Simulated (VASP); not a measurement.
Ir3Cl, 4 atoms in the cell. The cell holds a slab with vacuum, 4 atoms: a = 2.737 Å, b = 2.737 Å, c = 19.843 Å, α = 90.00°, β = 90.00°, γ = 120.00°. 

- Program: VASP 6.6.1
- Task: single point
- Functional: PBE
- Potentials or basis: VASP PAW PBE potentials, release 64 (Ir, Cl)
- Cutoff: 520 eV
- k mesh: 12 × 12 × 1
- Occupations: gaussian, width 0.1 eV
- Spin: no spin polarisation
- Dipole correction: yes
- Further INCAR settings: ALGO = Normal; EDIFF = 1e-06; NBANDS = 25

Potentials or basis: VASP PAW PBE potentials, release 64 (Ir, Cl).

Run with:

```sh
$ cat potpaw_PBE.64/Ir/POTCAR potpaw_PBE.64/Cl/POTCAR > POTCAR
$ mpirun -np 1 vasp_std > vasp.out
```

Hardware: 1 thread of Intel(R) Xeon(R) Platinum 8375C CPU @ 2.90GHz (Ice Lake) (shared host).

**Question.** How long does it take, and how much memory?

**Answer.** Wall time 3.2 min on 1 thread of Intel(R) Xeon(R) Platinum 8375C CPU @ 2.90GHz (Ice Lake) (shared host), peak memory 0.31 GiB. Counts: scf iterations 29, k points 43.
